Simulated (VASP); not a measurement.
# AlN (P6_3mc) in VASP: single point with LDA

Aim: the single point of AlN with LDA.

Everything below comes from runs of VASP 6.6.1. Logs are shortened: lines on timing, memory, paths and dates and some standing lists are left out, and cuts for length are marked.

**What was measured.**

From “Self-assembly of well-separated AlN nanowires directly on sputtered metallic TiN films”, 2019, arxiv:1910.07391, for a bulk crystal of AlN at 10 K: band gap 6.034 eV (an exciton energy, a little under the gap).

How close the calculation comes is told below.

### Step 1. The cell of the first run

Symmetry: P6_3mc, No. 186, hexagonal system. Conventional cell: a = 3.089 Å, b = 3.089 Å, c = 4.944 Å, α = 90.00°, β = 90.00°, γ = 120.00°. Within 2.5 Å of Al (site symmetry 3m) lie 4 N at 1.88 to 1.89 Å. N (site symmetry 3m) has 4 Al at 1.88 to 1.89 Å within 2.5 Å.

### Step 2. Single point, LDA

Contents of INCAR:

```
ALGO = Normal
EDIFF = 1E-6
ENCUT = 600
GGA_COMPAT = False
ISIF = 2
ISMEAR = 0
LASPH = True
LCHARG = False
LREAL = False
LWAVE = False
NBANDS = 26
NELM = 120
PREC = Accurate
SIGMA = 0.05
```

Contents of KPOINTS:

```
k-points
0
Gamma
  8 8 3
```

Contents of POSCAR:

```
AlN
1.0
   -3.0886152975      0.0000000000      0.0000000000
   -1.5443076488     -2.6748193102      0.0000000000
    0.0000000000      0.0000000000      9.8871685333
Al N
4 4
Direct
    0.3333333333      0.3333333333      0.0007605086
    0.3333333333      0.3333333333      0.5007605086
    0.6666666667      0.6666666667      0.2507605086
    0.6666666667      0.6666666667      0.7507605086
    0.3333333333      0.3333333333      0.1917394914
    0.3333333333      0.3333333333      0.6917394914
    0.6666666667      0.6666666667      0.4417394914
    0.6666666667      0.6666666667      0.9417394914
```

Potentials or basis: VASP PAW LDA potentials, release 64 (Al, N).

Command:

```console
$ cat potpaw_LDA.64/Al/POTCAR potpaw_LDA.64/N/POTCAR > POTCAR
$ mpirun -np 1 vasp_std > vasp.out
```

OUTCAR:

```text
EDIFF = 1E-6
   ENCUT = 600
   ISIF = 2
   ISMEAR = 0
   LASPH = True
   LREAL = False
   NELM = 120
   PREC = Accurate

 ion  position               nearest neighbor table
   1  0.333  0.333  0.001-   8 1.88   8 1.88   8 1.88   5 1.89   4 3.05   3 3.05   3 3.05   4 3.05
                             3 3.05   4 3.05
   2  0.333  0.333  0.501-   7 1.88   7 1.88   7 1.88   6 1.89   4 3.05   3 3.05   3 3.05   4 3.05
                             3 3.05   4 3.05
   3  0.667  0.667  0.251-   5 1.88   5 1.88   5 1.88   7 1.89   1 3.05   2 3.05   2 3.05   1 3.05
                             1 3.05   2 3.05
   4  0.667  0.667  0.751-   6 1.88   6 1.88   6 1.88   8 1.89   1 3.05   2 3.05   2 3.05   1 3.05
                             1 3.05   2 3.05
   5  0.333  0.333  0.192-   3 1.88   3 1.88   3 1.88   1 1.89
   6  0.333  0.333  0.692-   4 1.88   4 1.88   4 1.88   2 1.89
   7  0.667  0.667  0.442-   2 1.88   2 1.88   2 1.88   3 1.89
   8  0.667  0.667  0.942-   1 1.88   1 1.88   1 1.88   4 1.89

  LATTYP: Found a hexagonal cell.
 ALAT       =     3.0886152976
 C/A-ratio  =     3.2011654352

  Lattice vectors:

 A1 = (   1.5443076488,   2.6748193102,   0.0000000000)
 A2 = (  -3.0886152975,   0.0000000000,   0.0000000000)
 A3 = (   0.0000000000,   0.0000000000,   9.8871685333)

Analysis of symmetry for initial positions (statically):
=====================================================================
 Subroutine PRICEL returns following result:

  LATTYP: Found a hexagonal cell.
 ALAT       =     3.0886152976
 C/A-ratio  =     1.6005827176

  Lattice vectors:

 A1 = (   1.5443076488,   2.6748193102,   0.0000000000)
 A2 = (  -3.0886152975,   0.0000000000,   0.0000000000)
 A3 = (   0.0000000000,   0.0000000000,   4.9435842667)

   2 primitive cells build up your supercell.

 Routine SETGRP: Setting up the symmetry group for a
 hexagonal supercell.

 Subroutine GETGRP returns: Found 12 space group operations
 (whereof  6 operations were pure point group operations)
 out of a pool of 24 trial point group operations.

The static configuration has the point symmetry C_3v.
 The point group associated with its full space group is C_6v.

Analysis of symmetry for dynamics (positions and initial velocities):
=====================================================================
 Subroutine PRICEL returns following result:

  LATTYP: Found a hexagonal cell.
 ALAT       =     3.0886152976
 C/A-ratio  =     1.6005827176

  Lattice vectors:

 A1 = (   1.5443076488,   2.6748193102,   0.0000000000)
 A2 = (  -3.0886152975,   0.0000000000,   0.0000000000)
 A3 = (   0.0000000000,   0.0000000000,   4.9435842667)

   2 primitive cells build up your supercell.

 Routine SETGRP: Setting up the symmetry group for a
 hexagonal supercell.

 Subroutine GETGRP returns: Found 12 space group operations
 (whereof  6 operations were pure point group operations)
 out of a pool of 24 trial point group operations.

The dynamic configuration has the point symmetry C_3v.
 The point group associated with its full space group is C_6v.

 Subroutine INISYM returns: Found 12 space group operations
 (whereof  6 operations are pure point group operations),
 and found     2 'primitive' translations

----------------------------------------------------------------------------------------

                                     Primitive cell

  volume of cell :      40.8414

  direct lattice vectors                    reciprocal lattice vectors
     1.544307649  2.674819310  0.000000000     0.000000000  0.373857029  0.000000000
    -3.088615298  0.000000000  0.000000000    -0.323769684  0.186928514  0.000000000
     0.000000000  0.000000000  4.943584267     0.000000000  0.000000000  0.202282382

  length of vectors
     3.088615298  3.088615298  4.943584267     0.373857029  0.373857029  0.202282382

  position of ions in fractional coordinates (direct lattice)
     0.666666667  0.333333333  0.001521017
     0.333333333  0.666666667  0.501521017
     0.666666667  0.333333333  0.383478983
     0.333333333  0.666666667  0.883478983

  ion indices of the primitive-cell ions
   primitive index   ion index
                 1           1
                 2           3
                 3           5
                 4           8

----------------------------------------------------------------------------------------

 KPOINTS: k-points

Automatic generation of k-mesh.
 Grid dimensions read from file:
 generate k-points for:    8    8    3

 Generating k-lattice:

  Cartesian coordinates                     Fractional coordinates (reciprocal lattice)
    -0.040471211  0.023366064  0.000000000     0.125000000  0.000000000  0.000000000
     0.000000000 -0.046732129  0.000000000     0.000000000  0.125000000  0.000000000
     0.000000000  0.000000000  0.033713730     0.000000000  0.000000000  0.333333333

  Length of vectors
     0.046732129  0.046732129  0.033713730

  Shift w.r.t. Gamma in fractional coordinates (k-lattice)
     0.000000000  0.000000000  0.000000000

 Subroutine IBZKPT returns following result:
 ===========================================

 Found     20 irreducible k-points:

 Following reciprocal coordinates:
            Coordinates               Weight
  0.000000  0.000000  0.000000      1.000000
  0.125000  0.000000  0.000000      6.000000
  0.250000  0.000000  0.000000      6.000000
  0.375000 -0.000000  0.000000      6.000000
  0.500000  0.000000  0.000000      3.000000
  0.250000  0.125000  0.000000      6.000000
[... 12 lines left out ...]
  0.500000  0.250000  0.333333     12.000000
 -0.375000  0.250000  0.333333     12.000000
   k-points           NKPTS =     20   k-points in BZ     NKDIM =     20   number of bands    NBANDS=     26
   number of dos      NEDOS =    301   number of ions     NIONS =      8
   total plane-waves  NPLWV =  62720
   dimension x,y,z NGX =    28 NGY =   28 NGZ =   80
   dimension x,y,z NGXF=    56 NGYF=   56 NGZF=  160
   ions per type =               4   4
   NGX,Y,Z   is equivalent  to a cutoff of  15.07, 15.07, 13.45 a.u.
   NGXF,Y,Z  is equivalent  to a cutoff of  30.14, 30.14, 26.90 a.u.
 SYSTEM =  unknown system
   PREC   = accura    normal or accurate (medium, high low for compatibility)
   ISTART =      0    job   : 0-new  1-cont  2-samecut
   ICHARG =      2    charge: 1-file 2-atom 10-const
   ISPIN  =      1    spin polarized calculation?
   LNONCOLLINEAR =      F non collinear calculations
   LSORBIT =      F    spin-orbit coupling
   LASPH  =      T    aspherical Exc in radial PAW
   ENCUT  =  600.0 eV  44.10 Ry    6.64 a.u.   6.17  6.17 19.75*2*pi/ulx,y,z
   NELM   =    120;   NELMIN=  2; NELMDL= -5     # of ELM steps
   EDIFF  = 0.1E-05   stopping-criterion for ELM
   LREAL  =      F    real-space projection
   EDIFFG = 0.1E-04   stopping-criterion for IOM
   NSW    =      0    number of steps for IOM
   IBRION =     -1    ionic relax: 0-MD 1-quasi-New 2-CG
   NFREE  =      0    steps in history (QN), initial steepest desc. (CG)
   ISIF   =      2    stress and relaxation
   ISYM   =      2    0-nonsym 1-usesym 2-fastsym
   POTIM  = 0.5000    time-step for ionic-motion
   TEBEG  =    0.0;   TEEND  =   0.0 temperature during run
   PSTRESS=    0.0 pullay stress
   NELECT =      32.0000    total number of electrons
   NUPDOWN=      -1.0000    fix difference up-down
   EMIN   =  10.00;   EMAX   =-10.00  energy-range for DOS
   EFERMI =   0.00;   METHOD = LEGACY
   ISMEAR =     0;   SIGMA  =   0.05  broadening in eV -4-tet -1-fermi 0-gaus
   EFERMI_NEDOS =   21; number of points for ismear=-14 and -15
   IALGO  =     38    algorithm
   IMIX   =      4    mixing-type and parameters
     AMIX     =   0.40;   BMIX     =  1.00
     AMIX_MAG =   1.60;   BMIX_MAG =  1.00
  volume/ion in A,a.u.               =      10.21        68.90
  Fermi-wavevector in a.u.,A,eV,Ry     =   1.197884  2.263672 19.523354  1.434926
  Thomas-Fermi vector in A             =   2.333787
   LORBIT       =      0    0 simple, 1 ext, 2 COOP (PROOUT), +10 PAW based schemes
   GGA     = CA    functional components
   LHFCALC =     F    Hartree Fock is set to
   AEXX    =    0.0000 exact exchange contribution
   IVDW    =     0    specifies the selected vdW correction
   LEPSILON=     F    determine dielectric tensor
   LRPA    =     F    only Hartree local field effects (RPA)
 non-spin polarized calculation
 Gauss-broadening in eV      SIGMA  =   0.05
  energy-cutoff  :      600.00
  volume of cell :       81.68
 maximum number of plane-waves:      2751
 NGX is ok and might be reduce to    28
   NGX = 13   NGY = 13   NGZ = 39

 number of electron      32.0000000 magnetization

 Free energy of the ion-electron system (eV)
  ---------------------------------------------------
  ext. energy  EPLUGINS =         0.00000000
  ---------------------------------------------------
  free energy    TOTEN  =       -65.68440023 eV

  energy without entropy =      -65.68440023  energy(sigma->0) =      -65.68440023

 E-fermi :   6.3776     XC(G=0): -11.3434

 val. band max:        6.1143862472   @ k =   0.0000   0.0000   0.0000
 cond. band min:      10.5383615106   @ k =   0.0000   0.0000   0.0000
 fundamental gap:      4.4239752633
 Fermi energy:         6.3775753805

 k-point     1 :       0.0000    0.0000    0.0000
  band No.  band energies     occupation
      1      -9.0587      2.00000
      2      -8.1240      2.00000
      3      -8.1240      2.00000
      4      -6.7652      2.00000
      5      -0.0399      2.00000
      6       2.7422      2.00000
[... 18 lines left out ...]
     25      17.2130      0.00000
     26      17.5367      0.00000

 k-point     2 :       0.1250    0.0000    0.0000
  band No.  band energies     occupation
      1      -8.8515      2.00000
      2      -7.9430      2.00000
      3      -7.9430      2.00000
      4      -6.6477      2.00000
      5       0.2011      2.00000
      6       2.6719      2.00000
[... 18 lines left out ...]
     25      17.8154      0.00000
     26      17.8732      0.00000

 k-point     3 :       0.2500    0.0000    0.0000
  band No.  band energies     occupation
      1      -8.2709      2.00000
      2      -7.4540      2.00000
      3      -7.4540      2.00000
      4      -6.3691      2.00000
      5       0.8946      2.00000
      6       2.0340      2.00000
[... 18 lines left out ...]
     25      17.7526      0.00000
     26      17.7639      0.00000

 k-point     4 :       0.3750   -0.0000    0.0000
  band No.  band energies     occupation
      1      -7.4766      2.00000
      2      -6.8573      2.00000
      3      -6.8573      2.00000
      4      -6.1682      2.00000
      5       0.9058      2.00000
      6       0.9058      2.00000
[... 18 lines left out ...]
     25      17.2380      0.00000
     26      17.9141      0.00000
[... 380 lines left out ...]
      1      -6.9613      2.00000
      2      -6.7975      2.00000
      3      -6.3645      2.00000
      4      -6.2192      2.00000
      5       0.5218      2.00000
      6       0.6689      2.00000
[... 18 lines left out ...]
     25      16.6935      0.00000
     26      16.9261      0.00000

 k-point    19 :       0.5000    0.2500    0.3333
  band No.  band energies     occupation
      1      -7.0090      2.00000
      2      -6.8335      2.00000
      3      -6.3543      2.00000
      4      -6.1850      2.00000
      5       1.0759      2.00000
      6       1.2442      2.00000
[... 18 lines left out ...]
     25      17.4306      0.00000
     26      17.5689      0.00000

 k-point    20 :      -0.3750    0.2500    0.3333
  band No.  band energies     occupation
      1      -6.5670      2.00000
      2      -6.4801      2.00000
      3      -6.3021      2.00000
      4      -6.2634      2.00000
      5       0.9255      2.00000
      6       1.0113      2.00000
[... 18 lines left out ...]
     25      17.5590      0.00000
     26      17.9098      0.00000

------------------------ aborting loop because EDIFF is reached ----------------------------------------

  FORCE on cell =-STRESS in cart. coord.  units (eV):
  Direction    XX          YY          ZZ          XY          YZ          ZX
  --------------------------------------------------------------------------------------
  -------------------------------------------------------------------------------------
  Total        0.2731013      0.2731013      0.2477808      0.0000000      0.0000000     -0.0000000
  in kB        5.3567839      5.3567839      4.8601308      0.0000000      0.0000000     -0.0000000
  external PRESSURE =       5.1912329 kB  Pullay stress =       0.0000000 kB

 VOLUME and BASIS-vectors are now :
 -----------------------------------------------------------------------------
  energy-cutoff  :      600.00
  volume of cell :       81.68
      direct lattice vectors                 reciprocal lattice vectors
    -3.088615298  0.000000000  0.000000000    -0.323769684  0.186928514  0.000000000
    -1.544307649 -2.674819310  0.000000000     0.000000000 -0.373857029  0.000000000
     0.000000000  0.000000000  9.887168533     0.000000000  0.000000000  0.101141191

 POSITION                                       TOTAL-FORCE (eV/Angst)
 -----------------------------------------------------------------------------------
     -1.54431     -0.89161      0.00752         0.000000      0.000000     -0.000956
     -1.54431     -0.89161      4.95110         0.000000      0.000000     -0.000956
     -3.08862     -1.78321      2.47931         0.000000      0.000000     -0.000956
     -3.08862     -1.78321      7.42290         0.000000      0.000000     -0.000956
     -1.54431     -0.89161      1.89576        -0.000000      0.000000      0.000956
     -1.54431     -0.89161      6.83934        -0.000000      0.000000      0.000956
     -3.08862     -1.78321      4.36755        -0.000000     -0.000000      0.000956
     -3.08862     -1.78321      9.31114        -0.000000     -0.000000      0.000956
 -----------------------------------------------------------------------------------
    total drift:                                0.000000      0.000000     -0.001087

  FREE ENERGIE OF THE ION-ELECTRON SYSTEM (eV)
  ---------------------------------------------------
  free  energy   TOTEN  =       -65.6844002312 eV

  energy  without entropy=      -65.6844002312  energy(sigma->0) =      -65.68440023
```

It took 21 s on 1 thread of Intel Xeon 6975P-C (Granite Rapids), shared host; peak memory 0.21 GiB.

What came out:

```
Free energy            : -65.6844 eV
Pressure               : 0.5 GPa
Band gap on the k mesh : 4.42 eV
```

Levels at points of the mesh, in eV from the valence-band top:
```csv
k point,band 14,band 15,band 16,band 17,band 18,band 19
"(0.00, 0.00, 0.00)",-0.23,-0.23,0.00,4.42,6.61,6.61
"(0.50, 0.00, 0.00)",-1.40,-1.40,-0.71,5.26,5.26,5.72
```

Caveat: an odd mesh through Γ misses points on the zone boundary, where band edges can lie.

### Step 3. How close it comes

Step 2. Measured gap of AlN: 6.034 eV (an exciton energy, a little under the gap; 10 K; quoted in “Self-assembly of well-separated AlN nanowires directly on sputtered metallic TiN films”, 2019, arxiv:1910.07391). This calculation gives 4.42 eV (-1.61 eV). 2 values of this kind are on record (6.034 to 6.0343 eV); this one was drawn at random. The value is that of LDA on a finite k mesh, which can miss the band edges, without temperature or zero-point motion. Semilocal functionals fall short of measured gaps as a rule.
